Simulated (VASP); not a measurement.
# AlNi (Pm-3m) in VASP: further runs

The runs below take AlNi through single point, relaxation of cell and atoms, with PBEsol.

Program: VASP 6.6.1. These are calculated values, not measurements. Logs are shortened: lines on timing, memory, paths and dates and some standing lists are left out, and cuts for length are marked.

### 1 The cell of the first run

The structure is cubic, space group Pm-3m (No. 221). The conventional cell has a = 2.862 Å, b = 2.862 Å, c = 2.862 Å, α = 90.00°, β = 90.00°, γ = 90.00°. Within 3.3 Å of Al (site symmetry m-3m) lie 8 Ni at 2.48 Å and 6 Al at 2.86 Å. Ni (site symmetry m-3m) has 8 Al at 2.48 Å and 6 Ni at 2.86 Å within 3.3 Å.

### 2 Single point, PBEsol

INCAR reads:

```
SYSTEM = AlNi
ALGO = Normal
EDIFF = 1E-6
ENCUT = 520
GGA = PS
ISIF = 2
ISMEAR = -1
LASPH = .TRUE.
LCHARG = .FALSE.
LREAL = .FALSE.
LWAVE = .FALSE.
NBANDS = 14
NELM = 60
PREC = Accurate
SIGMA = 0.05
```

KPOINTS reads:

```
k-points
0
G
  16 16 16
  0 0 0
```

POSCAR reads:

```
AlNi
1.0
    2.8619580813      0.0000000000      0.0000000000
    0.0000000000      2.8619580813      0.0000000000
    0.0000000000      0.0000000000      2.8619580813
Al Ni
1 1
Direct
    0.0000000000      0.0000000000      0.0000000000
    0.5000000000      0.5000000000      0.5000000000
```

Potentials or basis: VASP PAW PBE potentials, release 64 (Al, Ni).

On the command line:

```console
> cat potpaw_PBE.64/Al/POTCAR potpaw_PBE.64/Ni/POTCAR > POTCAR
> mpirun -np 1 vasp_std > vasp.out
```

OUTCAR:

```text
SYSTEM = AlNi
   EDIFF = 1E-6
   ENCUT = 520
   GGA = PS
   ISIF = 2
   ISMEAR = -1
   LASPH = .TRUE.
   LREAL = .FALSE.
   NELM = 60
   PREC = Accurate

 ion  position               nearest neighbor table
   1  0.000  0.000  0.000-   2 2.48   2 2.48   2 2.48   2 2.48   2 2.48   2 2.48   2 2.48   2 2.48

   2  0.500  0.500  0.500-   1 2.48   1 2.48   1 2.48   1 2.48   1 2.48   1 2.48   1 2.48   1 2.48

  LATTYP: Found a simple cubic cell.
 ALAT       =     2.8619580813

  Lattice vectors:

 A1 = (   2.8619580813,   0.0000000000,   0.0000000000)
 A2 = (   0.0000000000,   2.8619580813,   0.0000000000)
 A3 = (   0.0000000000,   0.0000000000,   2.8619580813)

Analysis of symmetry for initial positions (statically):
=====================================================================
 Subroutine PRICEL returns:
 Original cell was already a primitive cell.

 Routine SETGRP: Setting up the symmetry group for a
 simple cubic supercell.

 Subroutine GETGRP returns: Found 48 space group operations
 (whereof 48 operations were pure point group operations)
 out of a pool of 48 trial point group operations.

The static configuration has the point symmetry O_h .

Analysis of symmetry for dynamics (positions and initial velocities):
=====================================================================
 Subroutine PRICEL returns:
 Original cell was already a primitive cell.

 Routine SETGRP: Setting up the symmetry group for a
 simple cubic supercell.

 Subroutine GETGRP returns: Found 48 space group operations
 (whereof 48 operations were pure point group operations)
 out of a pool of 48 trial point group operations.

The dynamic configuration has the point symmetry O_h .

 Subroutine INISYM returns: Found 48 space group operations
 (whereof 48 operations are pure point group operations),
 and found     1 'primitive' translations

----------------------------------------------------------------------------------------

                                     Primitive cell

  volume of cell :      23.4417

  direct lattice vectors                    reciprocal lattice vectors
     2.861958081  0.000000000  0.000000000     0.349411127  0.000000000  0.000000000
     0.000000000  2.861958081  0.000000000     0.000000000  0.349411127  0.000000000
[... 85 lines left out ...]
   EDIFF  = 0.1E-05   stopping-criterion for ELM
   LREAL  =      F    real-space projection
[... 7 lines left out ...]
   TEBEG  =    0.0;   TEEND  =   0.0 temperature during run
   PSTRESS=    0.0 pullay stress
   NELECT =      13.0000    total number of electrons
   NUPDOWN=      -1.0000    fix difference up-down
   EMIN   =  10.00;   EMAX   =-10.00  energy-range for DOS
   EFERMI =   0.00;   METHOD = LEGACY
   ISMEAR =    -1;   SIGMA  =   0.05  broadening in eV -4-tet -1-fermi 0-gaus
   EFERMI_NEDOS =   21; number of points for ismear=-14 and -15
   IALGO  =     38    algorithm
   IMIX   =      4    mixing-type and parameters
     AMIX     =   0.40;   BMIX     =  1.00
     AMIX_MAG =   1.60;   BMIX_MAG =  1.00
  volume/ion in A,a.u.               =      11.72        79.10
  Fermi-wavevector in a.u.,A,eV,Ry     =   1.345012  2.541703 24.613702  1.809056
  Thomas-Fermi vector in A             =   2.472959
   LORBIT       =      0    0 simple, 1 ext, 2 COOP (PROOUT), +10 PAW based schemes
   GGA     = PS    functional components
   LHFCALC =     F    Hartree Fock is set to
   AEXX    =    0.0000 exact exchange contribution
   IVDW    =     0    specifies the selected vdW correction
   LEPSILON=     F    determine dielectric tensor
   LRPA    =     F    only Hartree local field effects (RPA)
 non-spin polarized calculation
  energy-cutoff  :      520.00
  volume of cell :       23.44
 maximum number of plane-waves:       655
 NGX is ok and might be reduce to    24
   NGX = 11   NGY = 11   NGZ = 11

 number of electron      13.0000011 magnetization

 Free energy of the ion-electron system (eV)
  ---------------------------------------------------
  ext. energy  EPLUGINS =         0.00000000
  ---------------------------------------------------
  free energy    TOTEN  =       -11.59014601 eV

  energy without entropy =      -11.58380720  energy(sigma->0) =      -11.58697661

 E-fermi :  10.1647     XC(G=0): -12.2628

 val. band max:       10.1641372910   @ k =   0.4375   0.4375   0.2500
 cond. band min:      10.1691536000   @ k =   0.3750   0.3125   0.1250
 fundamental gap:      0.0050163091
 Fermi energy:        10.1646694390

 k-point     1 :       0.0000    0.0000    0.0000
  band No.  band energies     occupation
      1      -1.1159      2.00000
      2       6.8298      2.00000
      3       6.8298      2.00000
      4       8.5802      2.00000
      5       8.5802      2.00000
      6       8.5802      2.00000
      7      15.7426      0.00000
      8      15.7426      0.00000
      9      15.7426      0.00000
     10      18.3723      0.00000
     11      18.3723      0.00000
     12      24.2492      0.00000
     13      31.2933      0.00000
     14      31.2933      0.00000
[... 377 lines left out ...]
      1       3.3542      2.00000
      2       3.5515      2.00000
      3       7.3805      2.00000
      4       7.7866      2.00000
      5       7.8812      2.00000
      6       8.5684      2.00000
      7       9.4991      2.00000
      8      17.1879      0.00000
      9      18.1422      0.00000
     10      20.6973      0.00000
     11      21.3802      0.00000
     12      21.5611      0.00000
     13      25.7459      0.00000
     14      26.3922      0.00000

 [... further k-points ...]

------------------------ aborting loop because EDIFF is reached ----------------------------------------

  FORCE on cell =-STRESS in cart. coord.  units (eV):
  Direction    XX          YY          ZZ          XY          YZ          ZX
  --------------------------------------------------------------------------------------
  -------------------------------------------------------------------------------------
  Total        0.0349755      0.0349755      0.0349755     -0.0000000      0.0000000      0.0000000
  in kB        2.3904788      2.3904788      2.3904788     -0.0000000      0.0000000      0.0000000
  external PRESSURE =       2.3904788 kB  Pullay stress =       0.0000000 kB

 VOLUME and BASIS-vectors are now :
 -----------------------------------------------------------------------------
  energy-cutoff  :      520.00
  volume of cell :       23.44
      direct lattice vectors                 reciprocal lattice vectors
     2.861958081  0.000000000  0.000000000     0.349411127  0.000000000  0.000000000
     0.000000000  2.861958081  0.000000000     0.000000000  0.349411127  0.000000000
     0.000000000  0.000000000  2.861958081     0.000000000  0.000000000  0.349411127

 POSITION                                       TOTAL-FORCE (eV/Angst)
 -----------------------------------------------------------------------------------
      0.00000      0.00000      0.00000         0.000000      0.000000      0.000000
      1.43098      1.43098      1.43098         0.000000      0.000000      0.000000
 -----------------------------------------------------------------------------------
    total drift:                                0.000000      0.000000     -0.000000

  FREE ENERGIE OF THE ION-ELECTRON SYSTEM (eV)
  ---------------------------------------------------
  free  energy   TOTEN  =       -11.5901460145 eV

  energy  without entropy=      -11.5838072011  energy(sigma->0) =      -11.58697661
```

OSZICAR:

```text
N       E                     dE             d eps       ncg     rms          rms(c)
DAV:   1     0.392352262888E+02    0.39235E+02   -0.53310E+03  4708   0.970E+02
DAV:   2    -0.114654219562E+02   -0.50701E+02   -0.45663E+02  4944   0.180E+02
DAV:   3    -0.132122436490E+02   -0.17468E+01   -0.17304E+01  5882   0.371E+01
DAV:   4    -0.132349571799E+02   -0.22714E-01   -0.22707E-01  5594   0.384E+00
DAV:   5    -0.132356008848E+02   -0.64370E-03   -0.64368E-03  5946   0.702E-01    0.128E+01
DAV:   6    -0.152453156783E+02   -0.20097E+01   -0.50536E+01  5388   0.100E+02    0.162E+01
DAV:   7    -0.116226762930E+02    0.36226E+01   -0.14651E+01  5478   0.591E+01    0.111E+00
DAV:   8    -0.116052062344E+02    0.17470E-01   -0.31026E-01  5854   0.597E+00    0.100E+00
DAV:   9    -0.115905672965E+02    0.14639E-01   -0.43416E-02  6022   0.266E+00    0.212E-01
DAV:  10    -0.115901446920E+02    0.42260E-03   -0.18523E-03  6120   0.586E-01    0.760E-02
DAV:  11    -0.115901473269E+02   -0.26349E-05   -0.58010E-05  5632   0.575E-02    0.148E-02
DAV:  12    -0.115901462621E+02    0.10647E-05   -0.59515E-06  5714   0.347E-02    0.339E-03
DAV:  13    -0.115901460145E+02    0.24764E-06   -0.14608E-07  2976   0.472E-03
   1 F= -.11590146E+02 E0= -.11586977E+02  d E =-.633881E-02
```

stdout:

```text
POSCAR found type information on POSCAR AlNi
 POSCAR found :  2 types and       2 ions
 scaLAPACK will be used
 -----------------------------------------------------------------------------
|                                                                             |
|                                                                             |
|     You enforced a specific xc type in the INCAR file but a different       |
|     I HOPE YOU KNOW WHAT YOU ARE DOING!                                     |
|                                                                             |
 -----------------------------------------------------------------------------

 LDA part: xc-table for (Slater+PW92), standard interpolation
 POSCAR, INCAR and KPOINTS ok, starting setup
 FFT: planning ... GRIDC
 FFT: planning ... GRID_SOFT
 FFT: planning ... GRID
 WAVECAR not read
 entering main loop
```

Wall time 39 s (1 thread of AMD EPYC 7R43 (Zen 3), shared host); peak memory 0.14 GiB.

What came out:

```yaml
Free_energy: -11.5901 eV
Pressure: 0.2 GPa
Band_gap_on_the_k_mesh: zero (an odd number of electrons rules out a gap without spin polarisation)
```

Levels at points of the mesh, in eV from the Fermi level:
| k point | band 5 | band 6 | band 7 | band 8 | band 9 | band 10 |
| --- | --- | --- | --- | --- | --- | --- |
| (0.00, 0.00, 0.00) | -1.58 | -1.58 | 5.58 | 5.58 | 5.58 | 8.21 |
| (0.50, 0.00, 0.00) | -2.31 | -1.49 | -0.66 | 8.32 | 10.09 | 10.09 |
| (0.50, 0.50, 0.00) | -2.14 | -2.14 | -1.04 | 1.49 | 2.59 | 12.51 |
| (0.50, 0.50, 0.50) | -1.01 | 1.96 | 1.96 | 1.96 | 3.90 | 4.56 |

Caveat: the PAW data sets were made with another functional, which shifts forces and pressure a little.

### 3 Single point, PBEsol

INCAR reads:

```
SYSTEM = AlNi
PREC = Accurate
ENCUT = 520
EDIFF = 1E-6
ISMEAR = -1
SIGMA = 0.05
LREAL = .False.
LASPH = .True.
NELM = 100
ALGO = Normal
ISIF = 2
LWAVE = .False.
LCHARG = .False.
GGA = PS
NBANDS = 14
```

KPOINTS reads:

```
regular mesh
0
Gamma
  16 16 16
  0 0 0
```

POSCAR reads:

```
AlNi
1.0
    2.8619377625      0.0000000000      0.0000000000
    0.0000000000      2.8619377625      0.0000000000
    0.0000000000      0.0000000000      2.8619377625
Al Ni
1 1
Direct
    0.0000000000      0.0000000000      0.0000000000
    0.5000000000      0.5000000000      0.5000000000
```

Potentials or basis: VASP PAW PBE potentials, release 64 (Al, Ni).

On the command line:

```console
> cat potpaw_PBE.64/Al/POTCAR potpaw_PBE.64/Ni/POTCAR > POTCAR
> mpirun -np 1 vasp_std > vasp.out
```

Run time: 36 s. Hardware: 1 thread of AMD EPYC 7R43 (Zen 3), shared host; peak memory 0.15 GiB.

Results (log left out):

```
Free energy            : -11.5901 eV
Pressure               : 0.2 GPa
Band gap on the k mesh : zero (an odd number of electrons rules out a gap without spin polarisation)
```

Levels at points of the mesh, in eV from the Fermi level:
```tsv
k point	band 4	band 5	band 6	band 7	band 8	band 9	band 10	band 11
(0.00, 0.00, 0.00)	-1.58	-1.58	-1.58	5.58	5.58	5.58	8.21	8.21
(0.50, 0.00, 0.00)	-2.31	-2.31	-1.49	-0.66	8.32	10.09	10.09	11.10
(0.50, 0.50, 0.00)	-2.94	-2.14	-2.14	-1.04	1.49	2.59	12.51	15.28
(0.50, 0.50, 0.50)	-1.01	-1.01	1.96	1.96	1.96	3.90	4.56	4.56
```

Caveat: the PAW data sets were made with another functional, which shifts forces and pressure a little. Spin polarisation is off, so any magnetic state and its effect on volume and gap are missing.

### 4 Relaxation of cell and atoms, PBEsol

This run uses another cell than the first one, of 11.96 Å³/atom.

INCAR reads:

```
PREC = Accurate ; ENCUT = 600
EDIFF = 1E-6 ; ISMEAR = -1
SIGMA = 0.05 ; LREAL = False
LASPH = True ; NELM = 80
ALGO = Normal ; ISIF = 3
LWAVE = False ; LCHARG = False
GGA = PS ; IBRION = 2
NSW = 100 ; EDIFFG = -0.002
```

KPOINTS reads:

```
regular mesh
0
Gamma
  16 16 16
```

POSCAR reads:

```
AlNi
1.0
    2.8810000000      0.0000000000      0.0000000000
    0.0000000000      2.8810000000      0.0000000000
    0.0000000000      0.0000000000      2.8810000000
Al Ni
1 1
Direct
    0.0000000000      0.0000000000      0.0000000000
    0.5000000000      0.5000000000      0.5000000000
```

On the command line:

```console
> cat potpaw_PBE.64/Al/POTCAR potpaw_PBE.64/Ni/POTCAR > POTCAR
> mpirun -np 1 vasp_std > vasp.out
```

It took 58 s on 1 thread of AMD EPYC 7R43 (Zen 3), shared host; peak memory 0.16 GiB.

It converged, with:

* Free energy: -11.5902 eV
* Relaxed volume: 11.73 Å³/atom
* Relaxed cell: a = 2.863 Å, b = 2.863 Å, c = 2.863 Å, α = 90.00°, β = 90.00°, γ = 90.00°
* Space group after relaxing (to 0.1 Å): Pm-3m (No. 221)
* Energy gained by relaxing: 2.3 meV/atom
* Ionic steps: 3
* Pressure after relaxing: 0.0 GPa
* Band gap on the k mesh: zero (an odd number of electrons rules out a gap without spin polarisation)

Step by step:
| step | energy change (eV) | largest force (eV/Å) | pressure (GPa) | volume (Å³) |
| --- | --- | --- | --- | --- |
| 1 | 0.0000 | 0.0000 | -3.14 | 23.91 |
| 2 | -0.0017 | 0.0000 | 2.73 | 23.11 |
| 3 | -0.0046 | 0.0000 | 0.00 | 23.46 |

Final structure:
```
Al Ni
1.0
     2.86262    0.00000    0.00000
     0.00000    2.86262    0.00000
     0.00000    0.00000    2.86262
Al Ni
1 1
Direct
  0.00000 0.00000 0.00000
  0.50000 0.50000 0.50000
```

Levels at points of the mesh, in eV from the Fermi level:
```tsv
k point	band 5	band 6	band 7	band 8	band 9	band 10
(0.00, 0.00, 0.00)	-1.58	-1.58	5.57	5.57	5.57	8.21
(0.50, 0.00, 0.00)	-2.31	-1.49	-0.66	8.32	10.08	10.08
(0.50, 0.50, 0.00)	-2.13	-2.13	-1.04	1.49	2.59	12.50
(0.50, 0.50, 0.50)	-1.01	1.96	1.96	1.96	3.89	4.56
```

Caveat: the PAW data sets were made with another functional, which shifts forces and pressure a little. Spin polarisation is off, so any magnetic state and its effect on volume and gap are missing.

### 5 Relaxation of cell and atoms, PBEsol

This run uses another cell than the first one, of 11.96 Å³/atom.

INCAR reads:

```
SYSTEM = AlNi
ALGO     = Normal         ! electronic algorithm
EDIFF    = 1E-7           ! SCF threshold, eV
EDIFFG   = -0.002         ! ionic threshold
ENCUT    = 600            ! plane-wave cutoff, eV
GGA      = PS             ! functional
IBRION   = 2              ! ionic algorithm
ISIF     = 3              ! what is computed and relaxed
ISMEAR   = -1             ! smearing method
LASPH    = .TRUE.         ! aspherical terms in the spheres
LCHARG   = .FALSE.        ! write CHGCAR
LREAL    = .FALSE.        ! projectors in reciprocal space
LWAVE    = .FALSE.        ! write WAVECAR
NELM     = 60             ! most SCF steps
NSW      = 100            ! ionic steps
PREC     = Accurate       ! precision mode
SIGMA    = 0.05           ! smearing width, eV
```

KPOINTS reads:

```
k-points
0
G
  16 16 16
  0 0 0
```

POSCAR is that of step 4.

On the command line:

```console
> cat potpaw_PBE.64/Al/POTCAR potpaw_PBE.64/Ni/POTCAR > POTCAR
> mpirun -np 1 vasp_std > vasp.out
```

Wall time 68 s (1 thread of AMD EPYC 7R43 (Zen 3), shared host); peak memory 0.16 GiB.

Results (log left out):

```yaml
Free_energy: -11.5902 eV
Relaxed_volume: 11.73 Å³/atom
Relaxed_cell: a = 2.863 Å, b = 2.863 Å, c = 2.863 Å, α = 90.00°, β = 90.00°, γ = 90.00°
Space_group_after_relaxing_to_0.1_Å: Pm-3m (No. 221)
Energy_gained_by_relaxing: 2.3 meV/atom
Ionic_steps: 3
Pressure_after_relaxing: 0.0 GPa
Band_gap_on_the_k_mesh: zero (an odd number of electrons rules out a gap without spin polarisation)
```

Step by step:
```tsv
step	energy change (eV)	largest force (eV/Å)	pressure (GPa)	volume (Å³)
1	0.0000	0.0000	-3.17	23.91
2	-0.0016	0.0000	2.73	23.10
3	-0.0046	0.0000	0.00	23.46
```

Final structure:
```yaml
crystal:
  lattice:
    - [2.86272, 0.00000, 0.00000]
    - [0.00000, 2.86272, 0.00000]
    - [0.00000, 0.00000, 2.86272]
  atoms:
    - { symbol: Al, position: [0.00000, 0.00000, 0.00000] }
    - { symbol: Ni, position: [0.50000, 0.50000, 0.50000] }
```

Levels at points of the mesh, in eV from the Fermi level:
| k point | band 3 | band 4 | band 5 | band 6 | band 7 | band 8 | band 9 | band 10 |
| --- | --- | --- | --- | --- | --- | --- | --- | --- |
| (0.00, 0.00, 0.00) | -3.33 | -1.58 | -1.58 | -1.58 | 5.57 | 5.57 | 5.57 | 8.21 |
| (0.50, 0.00, 0.00) | -2.84 | -2.31 | -2.31 | -1.49 | -0.66 | 8.32 | 10.08 | 10.08 |
| (0.50, 0.50, 0.00) | -2.93 | -2.93 | -2.13 | -2.13 | -1.04 | 1.49 | 2.59 | 12.50 |
| (0.50, 0.50, 0.50) | -4.19 | -1.01 | -1.01 | 1.96 | 1.96 | 1.96 | 3.89 | 4.56 |

Caveat: the PAW data sets were made with another functional, which shifts forces and pressure a little. Spin polarisation is off, so any magnetic state and its effect on volume and gap are missing.
